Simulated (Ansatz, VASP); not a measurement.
## One calculation of TiH, two programs

The input INCAR:

```
ALGO = Normal
EDIFF = 1E-7
ENCUT = 520
GGA = CA
ISIF = 2
ISMEAR = 0
LASPH = True
LCHARG = False
LREAL = False
LWAVE = False
NBANDS = 14
NELM = 80
PREC = Accurate
SIGMA = 0.15
```

File KPOINTS:

```
k-points
0
Gamma
  18 18 18
```

POSCAR

```
TiH
1.0
    0.0000000000      2.0516219871      2.0516219871
    1.9558112403      0.0000000000      2.0516219871
    1.9558112403      2.0516219871      0.0000000000
Ti H
1 1
Direct
   -0.0007636598      0.0007636598      0.0007636598
    0.5362639904      0.4637360096      0.4637360096
```

Input for Ansatz:

```yaml
crystal:
  lattice:
    - [0.0, 2.0516219871, 2.0516219871]
    - [1.9558112403, 0.0, 2.0516219871]
    - [1.9558112403, 2.0516219871, 0.0]
  atoms:
    - { symbol: Ti, position: [-0.0007636598, 0.0007636598, 0.0007636598] }
    - { symbol: H, position: [0.5362639904, 0.4637360096, 0.4637360096] }
basis:
  ecutwfc: 520.0
kpoints:
  mp_grid: { grid: [18, 18, 18] }
hamiltonian:
  xc: lda
scf:
  occupations: { method: gaussian, width: 0.15 }
output:
  forces: true
  stress: true
  eigenvalues: true
```

Change from the starting cell: mode 4 frozen in at -0.149 Å, normal strain along x -0.0467.

Alike in both runs: task single point; functional LDA; k mesh 18 × 18 × 18; occupations gaussian, width 0.15 eV; no spin polarisation.

```csv
,VASP,Ansatz
version,VASP 6.6.1,Ansatz 0.2.0
potentials or method,"VASP PAW LDA potentials, release 64 (Ti_sv, H), cutoff 520 eV","scalar-relativistic, plane waves, PAW"
valence electrons in the cell,13,13
```

VASP gave:

```
gap on the k mesh at the Fermi level (eV)                     : none
pressure (GPa)                                                : 9.6
traceless stress, the component that is largest in VASP (GPa) : 3.66
rms of the force components (eV/Å)                            : 0.572
```

Problem. What did Ansatz give for the same quantities?

Solution. gap on the k mesh at the Fermi level (eV): none; pressure (GPa): 9.6; traceless stress, the component that is largest in VASP (GPa): 3.65; rms of the force components (eV/Å): 0.570.

LDA's correlation is that of Perdew and Zunger in VASP and of Perdew and Wang (1992) in Ansatz. Atom by atom the forces differ by 0.002 eV/Å (rms over components). A gap of «none» marks a metal or a gap that the smearing closes.
